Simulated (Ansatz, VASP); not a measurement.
TaSi2: VASP beside Ansatz

```
CELL_PARAMETERS angstrom
4.78390 0.00000 0.00000
-2.39195 4.14298 0.00000
0.00000 0.00000 6.57000
ATOMIC_POSITIONS crystal
Ta 0.00000 0.50000 0.33333
Ta 0.50000 0.50000 0.66667
Ta 0.50000 0.00000 0.00000
Si 0.31794 0.15897 0.33333
Si 0.15897 0.84103 0.66667
Si 0.84103 0.68206 0.00000
Si 0.68206 0.84103 0.33333
Si 0.84103 0.15897 0.66667
Si 0.15897 0.31794 0.00000
```

Alike in both runs: functional PBE; k mesh 7 × 7 × 4; occupations fermi-dirac, width 0.05 eV; no spin polarisation.

|  | VASP | Ansatz |
| --- | --- | --- |
| version | VASP 6.6.1 | Ansatz 0.2.0 |
| potentials or method | VASP PAW PBE potentials, release 64 (Ta_pv, Si), cutoff 520 eV | all-electron PAW datasets made for the crystal |
| task | single point | density of states |

Ansatz gave:

| Item | Value |
| --- | --- |
| gap on the k mesh at the Fermi level (eV) | none |
| pressure (GPa) | 2.4 |
| traceless stress, the component that is largest in VASP (GPa) | 0.78 |
| rms of the force components (eV/Å) | 0.015 |

Problem. Estimate VASP's values.

Solution. gap on the k mesh at the Fermi level (eV): none; pressure (GPa): 2.6; traceless stress, the component that is largest in VASP (GPa): 0.80; rms of the force components (eV/Å): 0.012.

Atom by atom the forces differ by 0.003 eV/Å (rms over components). A gap of «none» marks a metal or a gap that the smearing closes. Ansatz ran all-electron here, and VASP with PAW potentials.

Neither program's run includes spin-orbit coupling. Noted on Ansatz's run: the program warned that the printed levels may be off, so bands, gaps and densities of states are rough.
